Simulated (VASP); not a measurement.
Here is a VASP 6.6.1 calculation.

POSCAR

```
Nb
1.0
    0.0000000000      2.1150000000      2.0304000000
    2.1150000000      0.0000000000      2.0304000000
    2.1150000000      2.1150000000      0.0000000000
Nb
1
Direct
    0.0000000000      0.0000000000      0.0000000000
```

File INCAR.step1:

```
SYSTEM = Nb
PREC = Accurate
ENCUT = 520
ISMEAR = 0
SIGMA = 0.15
LREAL = .FALSE.
LASPH = .TRUE.
NELM = 80
NBANDS = 12
GGA = PE
ALGO = Normal
EDIFF = 1E-4
LWAVE = .TRUE.
LCHARG = .FALSE.
```

Contents of INCAR.step2:

```
SYSTEM = Nb
PREC = Accurate
ENCUT = 520
EDIFF = 1E-6
ISMEAR = 0
SIGMA = 0.15
LREAL = .FALSE.
LASPH = .TRUE.
NELM = 80
ALGO = Normal
ISIF = 2
LWAVE = .FALSE.
LCHARG = .FALSE.
METAGGA = R2SCAN
LMIXTAU = .TRUE.
NBANDS = 12
ISTART = 1
```

KPOINTS

```
regular mesh
0
G
  20 20 20
  0 0 0
```

Potentials or basis: VASP PAW PBE potentials, release 64 (Nb_sv).

Launch:

```console
$ cat potpaw_PBE.64/Nb_sv/POTCAR > POTCAR
$ cp INCAR.step1 INCAR
$ mpirun -np 1 vasp_std > vasp.out
$ cp INCAR.step2 INCAR
$ mpirun -np 1 vasp_std > vasp.out
```

**Question.** Estimate the pressure.

**Answer.** 4.4 GPa.

**Question.** What does it give for the band gap on the k mesh?

**Answer.** Zero (an odd number of electrons rules out a gap without spin polarisation).

Stress tensor (GPa, compression positive):
```
 8.39  0.00  0.00
 0.00  8.39  0.00
 0.00  0.00 -3.59
```

Caveat: the cell differs from its parent crystal (strain +0.000 along x and y, -0.040 along z); the cell stands under pressure; the PAW data sets were made with another functional, which shifts forces and pressure a little.
